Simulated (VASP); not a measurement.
# Mg (P6_3/mmc) in VASP: further runs

The runs below take Mg through single point, with revPBE, BLYP, r2SCAN.

All numbers are computed with VASP 6.6.1; they aren't measurements. Logs are shortened: lines on timing, memory, paths and dates and some standing lists are left out, and cuts for length are marked.

## (1) The cell of the first run

Symmetry: P6_3/mmc, No. 194, hexagonal system. The conventional cell has a = 3.177 Å, b = 3.177 Å, c = 10.319 Å, α = 90.00°, β = 90.00°, γ = 120.00°. Within 4.2 Å of Mg (site symmetry -6m2) lie 12 Mg at 3.17 to 3.18 Å. Mg (site symmetry -3m) has 12 Mg at 3.17 to 3.18 Å within 4.2 Å.

## (2) Single point, revPBE

File INCAR:

```
SYSTEM = Mg
PREC = Accurate ; ENCUT = 520
EDIFF = 1E-7 ; ISMEAR = -1
SIGMA = 0.05 ; LREAL = .FALSE.
LASPH = .TRUE. ; NELM = 60
ALGO = Fast ; ISIF = 2
LWAVE = .FALSE. ; LCHARG = .FALSE.
GGA = RE ; NBANDS = 12
```

File KPOINTS:

```
regular mesh
0
G
  6 6 2
  0 0 0
```

File POSCAR:

```
Mg
1.0
    3.1768261656      0.0000000000      0.0000000000
   -1.5884130828      2.7512121628      0.0000000000
    0.0000000000      0.0000000000     10.3188620100
Mg
4
Direct
    0.6666666667      0.3333333333      0.7500000000
    0.0000000000      0.0000000000      0.5000000000
    0.3333333333      0.6666666667      0.2500000000
    0.0000000000      0.0000000000      0.0000000000
```

Potentials or basis: VASP PAW PBE potentials, release 64 (Mg).

Command:

```bash
cat potpaw_PBE.64/Mg/POTCAR > POTCAR
mpirun -np 1 vasp_std > vasp.out
```

OUTCAR:

```text
SYSTEM = Mg
   PREC = Accurate
   ENCUT = 520
   EDIFF = 1E-7
   ISMEAR = -1
   LREAL = .FALSE.
   LASPH = .TRUE.
   NELM = 60
   ISIF = 2
   GGA = RE

 ion  position               nearest neighbor table
   1  0.667  0.333  0.750-   2 3.17   4 3.17   2 3.17   4 3.17   2 3.17   4 3.17
   2  0.000  0.000  0.500-   1 3.17   3 3.17   3 3.17   1 3.17   1 3.17   3 3.17
   3  0.333  0.667  0.250-   2 3.17   4 3.17   2 3.17   4 3.17   2 3.17   4 3.17
   4  0.000  0.000  0.000-   1 3.17   3 3.17   3 3.17   1 3.17   1 3.17   3 3.17

  LATTYP: Found a hexagonal cell.
 ALAT       =     3.1768261656
 C/A-ratio  =     3.2481670296

  Lattice vectors:

 A1 = (   3.1768261656,   0.0000000000,   0.0000000000)
 A2 = (  -1.5884130828,   2.7512121628,   0.0000000000)
 A3 = (   0.0000000000,   0.0000000000,  10.3188620100)

Analysis of symmetry for initial positions (statically):
=====================================================================
 Subroutine PRICEL returns:
 Original cell was already a primitive cell.

 Routine SETGRP: Setting up the symmetry group for a
 hexagonal supercell.

 Subroutine GETGRP returns: Found 24 space group operations
 (whereof 12 operations were pure point group operations)
 out of a pool of 24 trial point group operations.

The static configuration has the point symmetry D_3d.
 The point group associated with its full space group is D_6h.

Analysis of symmetry for dynamics (positions and initial velocities):
=====================================================================
 Subroutine PRICEL returns:
 Original cell was already a primitive cell.

 Routine SETGRP: Setting up the symmetry group for a
 hexagonal supercell.

 Subroutine GETGRP returns: Found 24 space group operations
 (whereof 12 operations were pure point group operations)
 out of a pool of 24 trial point group operations.

The dynamic configuration has the point symmetry D_3d.
 The point group associated with its full space group is D_6h.

 Subroutine INISYM returns: Found 24 space group operations
 (whereof 12 operations are pure point group operations),
 and found     1 'primitive' translations

----------------------------------------------------------------------------------------

                                     Primitive cell

  volume of cell :      90.1881

  direct lattice vectors                    reciprocal lattice vectors
     3.176826166  0.000000000  0.000000000     0.314779578  0.181738074  0.000000000
    -1.588413083  2.751212163  0.000000000     0.000000000  0.363476148  0.000000000
     0.000000000  0.000000000 10.318862010     0.000000000  0.000000000  0.096909911

  length of vectors
     3.176826166  3.176826166 10.318862010     0.363476148  0.363476148  0.096909911

  position of ions in fractional coordinates (direct lattice)
     0.666666667  0.333333333  0.750000000
     0.000000000  0.000000000  0.500000000
     0.333333333  0.666666667  0.250000000
     0.000000000  0.000000000  0.000000000

  ion indices of the primitive-cell ions
   primitive index   ion index
                 1           1
                 2           2
                 3           3
                 4           4

----------------------------------------------------------------------------------------

 KPOINTS: regular mesh

Automatic generation of k-mesh.
 Grid dimensions read from file:
 generate k-points for:    6    6    2

 Generating k-lattice:

  Cartesian coordinates                     Fractional coordinates (reciprocal lattice)
     0.052463263  0.030289679  0.000000000     0.166666667 -0.000000000  0.000000000
     0.000000000  0.060579358  0.000000000     0.000000000  0.166666667  0.000000000
     0.000000000  0.000000000  0.048454956     0.000000000  0.000000000  0.500000000

  Length of vectors
     0.060579358  0.060579358  0.048454956

  Shift w.r.t. Gamma in fractional coordinates (k-lattice)
     0.000000000  0.000000000  0.000000000

 Subroutine IBZKPT returns following result:
 ===========================================

 Found     14 irreducible k-points:

 Following reciprocal coordinates:
            Coordinates               Weight
  0.000000  0.000000  0.000000      1.000000
  0.166667  0.000000  0.000000      6.000000
  0.333333  0.000000  0.000000      6.000000
  0.500000 -0.000000  0.000000      3.000000
  0.166667  0.166667  0.000000      6.000000
  0.333333  0.166667  0.000000     12.000000
  0.333333  0.333333  0.000000      2.000000
  0.000000  0.000000  0.500000      1.000000
  0.166667  0.000000  0.500000      6.000000
  0.333333  0.000000  0.500000      6.000000
  0.500000 -0.000000  0.500000      3.000000
  0.166667  0.166667  0.500000      6.000000
  0.333333  0.166667  0.500000     12.000000
  0.333333  0.333333  0.500000      2.000000
   k-points           NKPTS =     14   k-points in BZ     NKDIM =     14   number of bands    NBANDS=     12
   number of dos      NEDOS =    301   number of ions     NIONS =      4
   total plane-waves  NPLWV =  46080
   dimension x,y,z NGX =    24 NGY =   24 NGZ =   80
   dimension x,y,z NGXF=    48 NGYF=   48 NGZF=  160
   ions per type =               4
   NGX,Y,Z   is equivalent  to a cutoff of  12.56, 12.56, 12.89 a.u.
   NGXF,Y,Z  is equivalent  to a cutoff of  25.12, 25.12, 25.78 a.u.
 SYSTEM =  Mg
   PREC   = accura    normal or accurate (medium, high low for compatibility)
   ISTART =      0    job   : 0-new  1-cont  2-samecut
   ICHARG =      2    charge: 1-file 2-atom 10-const
   ISPIN  =      1    spin polarized calculation?
   LNONCOLLINEAR =      F non collinear calculations
   LSORBIT =      F    spin-orbit coupling
   LASPH  =      T    aspherical Exc in radial PAW
   ENCUT  =  520.0 eV  38.22 Ry    6.18 a.u.   5.91  5.91 19.19*2*pi/ulx,y,z
   NELM   =     60;   NELMIN=  2; NELMDL= -5     # of ELM steps
   EDIFF  = 0.1E-06   stopping-criterion for ELM
   LREAL  =      F    real-space projection
   EDIFFG = 0.1E-05   stopping-criterion for IOM
   NSW    =      0    number of steps for IOM
   IBRION =     -1    ionic relax: 0-MD 1-quasi-New 2-CG
   NFREE  =      0    steps in history (QN), initial steepest desc. (CG)
   ISIF   =      2    stress and relaxation
   ISYM   =      2    0-nonsym 1-usesym 2-fastsym
   POTIM  = 0.5000    time-step for ionic-motion
   TEBEG  =    0.0;   TEEND  =   0.0 temperature during run
   PSTRESS=    0.0 pullay stress
   NELECT =       8.0000    total number of electrons
   NUPDOWN=      -1.0000    fix difference up-down
   EMIN   =  10.00;   EMAX   =-10.00  energy-range for DOS
   EFERMI =   0.00;   METHOD = LEGACY
   ISMEAR =    -1;   SIGMA  =   0.05  broadening in eV -4-tet -1-fermi 0-gaus
   EFERMI_NEDOS =   21; number of points for ismear=-14 and -15
   IALGO  =     68    algorithm
   IMIX   =      4    mixing-type and parameters
     AMIX     =   0.40;   BMIX     =  1.00
     AMIX_MAG =   1.60;   BMIX_MAG =  1.00
  volume/ion in A,a.u.               =      22.55       152.15
  Fermi-wavevector in a.u.,A,eV,Ry     =   0.730110  1.379708  7.252733  0.533061
  Thomas-Fermi vector in A             =   1.821999
   LORBIT       =      0    0 simple, 1 ext, 2 COOP (PROOUT), +10 PAW based schemes
   GGA     = RE    functional components
   LHFCALC =     F    Hartree Fock is set to
   AEXX    =    0.0000 exact exchange contribution
   IVDW    =     0    specifies the selected vdW correction
   LEPSILON=     F    determine dielectric tensor
   LRPA    =     F    only Hartree local field effects (RPA)
 non-spin polarized calculation
 RMM-DIIS sequential band-by-band and
  energy-cutoff  :      520.00
  volume of cell :       90.19
 maximum number of plane-waves:      2444
 NGX is ok and might be reduce to    24
   NGX = 11   NGY = 11   NGZ = 39

 number of electron       8.0000000 magnetization

 Free energy of the ion-electron system (eV)
  ---------------------------------------------------
  ext. energy  EPLUGINS =         0.00000000
  ---------------------------------------------------
  free energy    TOTEN  =        -5.28125328 eV

  energy without entropy =       -5.26056841  energy(sigma->0) =       -5.27091085

 E-fermi :   2.6904     XC(G=0):  -8.4657

 val. band max:        2.6402301082   @ k =   0.3333   0.3333   0.5000
 cond. band min:       2.7034300638   @ k =   0.3333   0.1667   0.0000
 fundamental gap:      0.0631999556
 Fermi energy:         2.6903926043

 k-point     1 :       0.0000    0.0000    0.0000
  band No.  band energies     occupation
      1      -4.1927      2.00000
      2      -2.7884      2.00000
      3      -2.7832      2.00000
      4       1.0787      2.00000
      5       1.5967      2.00000
      6       7.8956      0.00000
      7       7.9041      0.00000
      8      13.9041      0.00000
      9      13.9041      0.00000
     10      14.0007      0.00000
     11      14.0007      0.00000
     12      14.6970      0.00000

 k-point     2 :       0.1667    0.0000    0.0000
  band No.  band energies     occupation
      1      -3.6405      2.00000
      2      -2.2443      2.00000
      3      -2.2393      2.00000
      4       1.5842      2.00000
      5       2.1268      1.99997
      6       8.1616      0.00000
      7       8.2927      0.00000
      8       9.2770      0.00000
      9      10.2391      0.00000
     10      10.3512      0.00000
     11      11.6602      0.00000
     12      12.3769      0.00000

 k-point     3 :       0.3333    0.0000    0.0000
  band No.  band energies     occupation
      1      -2.0032      2.00000
      2      -0.6326      2.00000
      3      -0.6284      2.00000
      4       3.1002      0.00055
      5       3.4306      0.00000
      6       4.6504      0.00000
      7       5.6548      0.00000
      8       5.7713      0.00000
      9       9.2231      0.00000
     10       9.4041      0.00000
     11       9.8116      0.00000
     12       9.8264      0.00000

 k-point     4 :       0.5000   -0.0000    0.0000
  band No.  band energies     occupation
      1       0.6384      2.00000
      2       0.6669      2.00000
      3       1.7007      2.00000
      4       1.7448      2.00000
      5       2.3186      1.99882
      6       2.3580      1.99741
      7       5.5853      0.00000
      8       5.7404      0.00000
      9       6.2916      0.00000
     10       6.4896      0.00000
     11       9.8151      0.00000
     12      10.4876      0.00000

 k-point     5 :       0.1667    0.1667    0.0000
  band No.  band energies     occupation
      1      -2.5457      2.00000
      2      -1.1662      2.00000
      3      -1.1616      2.00000
      4       2.5958      1.73776
      5       3.1259      0.00033
      6       6.7533      0.00000
      7       7.1155      0.00000
      8       7.8057      0.00000
      9       7.8399      0.00000
     10       8.2397      0.00000
     11       8.8469      0.00000
     12       9.6834      0.00000
[... 78 lines left out ...]
      1       0.9141      2.00000
      2       0.9141      2.00000
      3       1.0549      2.00000
      4       1.0549      2.00000
      5       3.5010      0.00000
      6       3.5010      0.00000
      7       3.9634      0.00000
      8       3.9634      0.00000
      9       8.6423      0.00000
     10       8.6423      0.00000
     11       8.9035      0.00000
     12       8.9035      0.00000

 k-point    12 :       0.1667    0.1667    0.5000
  band No.  band energies     occupation
      1      -2.1982      2.00000
      2      -2.1982      2.00000
      3       0.5299      2.00000
      4       0.5299      2.00000
      5       5.6541      0.00000
      6       5.6541      0.00000
      7       7.0766      0.00000
      8       7.0766      0.00000
      9       7.7347      0.00000
     10       7.7347      0.00000
     11       9.7943      0.00000
     12       9.7943      0.00000

 k-point    13 :       0.3333    0.1667    0.5000
  band No.  band energies     occupation
      1      -0.0580      2.00000
      2      -0.0580      2.00000
      3       2.4573      1.98127
      4       2.4573      1.98127
      5       3.2623      0.00002
      6       3.2623      0.00002
      7       5.5560      0.00000
      8       5.5560      0.00000
      9       6.3609      0.00000
     10       6.3609      0.00000
     11       8.2644      0.00000
     12       8.2644      0.00000

 k-point    14 :       0.3333    0.3333    0.5000
  band No.  band energies     occupation
      1       2.3937      1.99472
      2       2.3937      1.99472
      3       2.5198      1.93615
      4       2.5198      1.93615
      5       2.6402      1.46339
      6       2.6402      1.46339
      7       4.7762      0.00000
      8       4.7762      0.00000
      9       5.5460      0.00000
     10       5.5460      0.00000
     11       5.8786      0.00000
     12       5.8786      0.00000

------------------------ aborting loop because EDIFF is reached ----------------------------------------

  FORCE on cell =-STRESS in cart. coord.  units (eV):
  Direction    XX          YY          ZZ          XY          YZ          ZX
  --------------------------------------------------------------------------------------
  -------------------------------------------------------------------------------------
  Total        0.6944635      0.6944635      1.2506091      0.0000000      0.0000000      0.0000000
  in kB       12.3370308     12.3370308     22.2168679      0.0000000      0.0000000      0.0000000
  external PRESSURE =      15.6303098 kB  Pullay stress =       0.0000000 kB

 VOLUME and BASIS-vectors are now :
 -----------------------------------------------------------------------------
  energy-cutoff  :      520.00
  volume of cell :       90.19
      direct lattice vectors                 reciprocal lattice vectors
     3.176826166  0.000000000  0.000000000     0.314779578  0.181738074  0.000000000
    -1.588413083  2.751212163  0.000000000     0.000000000  0.363476148  0.000000000
     0.000000000  0.000000000 10.318862010     0.000000000  0.000000000  0.096909911

 POSITION                                       TOTAL-FORCE (eV/Angst)
 -----------------------------------------------------------------------------------
      1.58841      0.91707      7.73915        -0.000000      0.000000     -0.000000
      0.00000      0.00000      5.15943         0.000000      0.000000      0.000000
     -0.00000      1.83414      2.57972        -0.000000     -0.000000      0.000000
      0.00000      0.00000      0.00000         0.000000      0.000000      0.000000
 -----------------------------------------------------------------------------------
    total drift:                                0.000000     -0.000000      0.000000

  FREE ENERGIE OF THE ION-ELECTRON SYSTEM (eV)
  ---------------------------------------------------
  free  energy   TOTEN  =        -5.2812532809 eV

  energy  without entropy=       -5.2605684095  energy(sigma->0) =       -5.27091085
```

Run time: 14 s. Hardware: 1 thread of Intel Xeon Platinum 8124M at 3.00GHz (Skylake/Cascade Lake), shared host; peak memory 0.19 GiB.

Results:

```
Free energy            : -5.2813 eV
Pressure               : 1.6 GPa
Band gap on the k mesh : zero (bands 4 and 5 overlap by 1.50 eV)
```

Caveat: the k points lie up to 0.38 Å⁻¹ apart, too coarse for converged energies and pressures of a metal; the PAW data sets were made with another functional, which shifts forces and pressure a little.

## (3) Single point, BLYP

File INCAR:

```
AGGAC = 1.0 ; AGGAX = 1.0
ALDAC = 0.0 ; ALDAX = 1.0
ALGO = Fast ; EDIFF = 1E-7
ENCUT = 520 ; GGA = B5
ISIF = 2 ; ISMEAR = -1
LASPH = True ; LCHARG = False
LREAL = False ; LWAVE = False
NBANDS = 12 ; NELM = 80
PREC = Accurate ; SIGMA = 0.05
```

File KPOINTS:

```
k-points
0
Gamma
  6 6 2
```

POSCAR is that of step 2.

Potentials or basis: VASP PAW PBE potentials, release 64 (Mg).

Command:

```bash
cat potpaw_PBE.64/Mg/POTCAR > POTCAR
mpirun -np 1 vasp_std > vasp.out
```

Run time: 30 s. Hardware: 1 thread of Intel Xeon Platinum 8124M at 3.00GHz (Skylake/Cascade Lake), shared host; peak memory 0.19 GiB.

Results (log left out):

| Property | Result |
| --- | --- |
| Free energy | -2.8181 eV |
| Pressure | 1.4 GPa |
| Band gap on the k mesh | zero (bands 4 and 5 overlap by 1.67 eV) |

Stress tensor (GPa, compression positive):
```
1.32 0.00 0.00
0.00 1.32 0.00
0.00 0.00 1.53
```

Levels at points of the mesh, in eV from the Fermi level:
| k point | band 1 | band 2 | band 3 | band 4 | band 5 | band 6 | band 7 | band 8 |
| --- | --- | --- | --- | --- | --- | --- | --- | --- |
| (0.00, 0.00, 0.00) | -6.90 | -5.49 | -5.49 | -1.54 | -1.21 | 5.16 | 5.17 | 11.15 |
| (0.50, 0.00, 0.00) | -2.07 | -2.02 | -0.97 | -0.94 | -0.42 | -0.39 | 2.91 | 3.14 |
| (0.00, 0.00, 0.50) | -6.54 | -6.54 | -3.76 | -3.76 | 1.62 | 1.62 | 9.17 | 9.17 |
| (0.50, 0.00, 0.50) | -1.74 | -1.74 | -1.69 | -1.69 | 0.78 | 0.78 | 1.26 | 1.26 |

Caveat: the k points lie up to 0.38 Å⁻¹ apart, too coarse for converged energies and pressures of a metal; the PAW data sets were made with another functional, which shifts forces and pressure a little.

## (4) Single point, r2SCAN

POSCAR is that of step 3.

File INCAR.step1:

```
SYSTEM = Mg
ALGO = Normal ; EDIFF = 1E-4
ENCUT = 520 ; GGA = PE
ISMEAR = -1 ; LASPH = .TRUE.
LCHARG = .FALSE. ; LREAL = .FALSE.
LWAVE = .TRUE. ; NBANDS = 12
NELM = 80 ; PREC = Accurate
SIGMA = 0.05
```

File INCAR.step2:

```
SYSTEM = Mg
ALGO = Normal ; EDIFF = 1E-6
ENCUT = 520 ; ISIF = 2
ISMEAR = -1 ; ISTART = 1
LASPH = .TRUE. ; LCHARG = .TRUE.
LELF = .TRUE. ; LMIXTAU = .TRUE.
LREAL = .FALSE. ; LVHAR = .TRUE.
LWAVE = .FALSE. ; METAGGA = R2SCAN
NBANDS = 12 ; NELM = 80
PREC = Accurate ; SIGMA = 0.05
```

File KPOINTS:

```
k-points
0
G
  6 6 2
  0 0 0
```

Command:

```bash
cat potpaw_PBE.64/Mg/POTCAR > POTCAR
cp INCAR.step1 INCAR
mpirun -np 1 vasp_std > vasp.out
cp INCAR.step2 INCAR
mpirun -np 1 vasp_std > vasp.out
```

Wall time 46 s (1 thread of Intel Xeon Platinum 8124M at 3.00GHz (Skylake/Cascade Lake), shared host); peak memory 0.2 GiB.

The run converged. Its results:

| Quantity | Value |
| --- | --- |
| Free energy | -16.4398 eV |
| Pressure | -0.1 GPa |
| Band gap on the k mesh | zero (bands 4 and 5 overlap by 1.43 eV) |

Stress tensor (GPa, compression positive):
```
-0.56  0.00  0.00
 0.00 -0.56  0.00
 0.00  0.00  0.83
```

Levels at points of the mesh, in eV from the Fermi level:
```csv
k point,band 2,band 3,band 4,band 5,band 6,band 7
"(0.00, 0.00, 0.00)",-5.83,-5.82,-1.79,-1.05,5.58,5.59
"(0.50, 0.00, 0.00)",-2.13,-1.12,-1.00,-0.35,-0.27,3.06
"(0.00, 0.00, 0.50)",-6.95,-3.99,-3.99,1.79,1.79,9.86
"(0.50, 0.00, 0.50)",-1.94,-1.69,-1.69,0.88,0.88,1.39
```

Caveat: the k points lie up to 0.38 Å⁻¹ apart, too coarse for converged energies and pressures of a metal; the PAW data sets were made with another functional, which shifts forces and pressure a little.

## (5) The runs side by side

| level | gap on the mesh (eV) | pressure (GPa) |
| --- | --- | --- |
| revPBE | none | 1.6 |
| BLYP | none | 1.4 |
| r2SCAN | none | -0.1 |

Alike in all rows: task single point; potentials or basis VASP PAW PBE potentials, release 64 (Mg); no spin polarisation; cell as given; k mesh 6 × 6 × 2; cutoff (eV) 520; smearing fermi-dirac 0.05 eV.

Caveats: all runs use coarse meshes; the PAW data sets were made with another functional, which shifts forces and pressure a little.

Absolute energies hang on the potentials; compare differences alone.

The gap in the log of VASP goes by the Fermi energy; the results here count the filled bands.